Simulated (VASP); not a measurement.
Set up this calculation in VASP 6.6.1, as the native input.

```yaml
Task: single point
Functional: r2SCAN0
Potentials_or_basis: VASP PAW PBE potentials, release 64 (Sb)
Cutoff: 520 eV
k_mesh: 4 × 4 × 4
Occupations: fermi-dirac, width 0.05 eV
Spin: no spin polarisation
Dipole_correction: no
Grid_for_exact_exchange_PRECFOCK: Normal
Further_INCAR_settings: ALGO = Normal; EDIFF = 1e-06; NBANDS = 8
Share_of_exact_exchange: 0.25
```

Sb:

```
Sb
1.0
     3.11729    0.00000    0.00000
     0.00000    3.11729    0.00000
     0.00000    0.00000    3.11729
Sb
1
Direct
  0.00000 0.00000 0.00000
```

This isn't the form of Sb at room conditions, which is rhombohedral.

The input as run:

POSCAR

```
Sb
1.0
    3.1172920620      0.0000000000      0.0000000000
    0.0000000000      3.1172920620      0.0000000000
    0.0000000000      0.0000000000      3.1172920620
Sb
1
Direct
    0.0000000000      0.0000000000      0.0000000000
```

INCAR.step1

```
SYSTEM = Sb
PREC     = Accurate       ! precision mode
ENCUT    = 520            ! plane-wave cutoff, eV
EDIFF    = 1E-5           ! SCF threshold, eV
ISMEAR   = -1             ! smearing method
SIGMA    = 0.05           ! smearing width, eV
LREAL    = .FALSE.        ! projectors in reciprocal space
LASPH    = .TRUE.         ! aspherical terms in the spheres
NELM     = 100            ! most SCF steps
ALGO     = Normal         ! electronic algorithm
ISIF     = 2              ! what is computed and relaxed
LWAVE    = .TRUE.         ! write WAVECAR
LCHARG   = .FALSE.        ! write CHGCAR
NBANDS   = 8              ! bands
GGA      = PE             ! functional
```

INCAR.step2

```
SYSTEM = Sb
PREC     = Accurate       ! precision mode
ENCUT    = 520            ! plane-wave cutoff, eV
EDIFF    = 1E-6           ! SCF threshold, eV
ISMEAR   = -1             ! smearing method
SIGMA    = 0.05           ! smearing width, eV
LREAL    = .FALSE.        ! projectors in reciprocal space
LASPH    = .TRUE.         ! aspherical terms in the spheres
NELM     = 100            ! most SCF steps
ALGO     = Normal         ! electronic algorithm
ISIF     = 2              ! what is computed and relaxed
LWAVE    = .FALSE.        ! write WAVECAR
LCHARG   = .FALSE.        ! write CHGCAR
METAGGA  = R2SCAN         ! meta-GGA
LHFCALC  = .TRUE.         ! exact exchange
AEXX     = 0.25           ! exact-exchange fraction
LMIXTAU  = .TRUE.       
PRECFOCK = Normal       
NBANDS   = 8              ! bands
ISTART   = 1
```

KPOINTS

```
Automatic mesh
0
G
  4 4 4
  0 0 0
```

Potentials or basis: VASP PAW PBE potentials, release 64 (Sb).

Run with:

```bash
$ cat potpaw_PBE.64/Sb/POTCAR > POTCAR
$ cp INCAR.step1 INCAR
$ mpirun -np 1 vasp_std > vasp.out
$ cp INCAR.step2 INCAR
$ mpirun -np 1 vasp_std > vasp.out
```

It gave:

* Pressure: -5.5 GPa
* Band gap on the k mesh: zero (an odd number of electrons rules out a gap without spin polarisation)

Caveat: the k points lie up to 0.50 Å⁻¹ apart, too coarse for converged energies and pressures of a metal; the PAW data sets were made with another functional, which shifts forces and pressure a little; spin-orbit coupling is left out, which moves the levels of the heavy elements.

Wall time 2.1 min on 1 thread of Intel Xeon 8259CL, with other jobs on the host, peak memory 0.15 GiB.
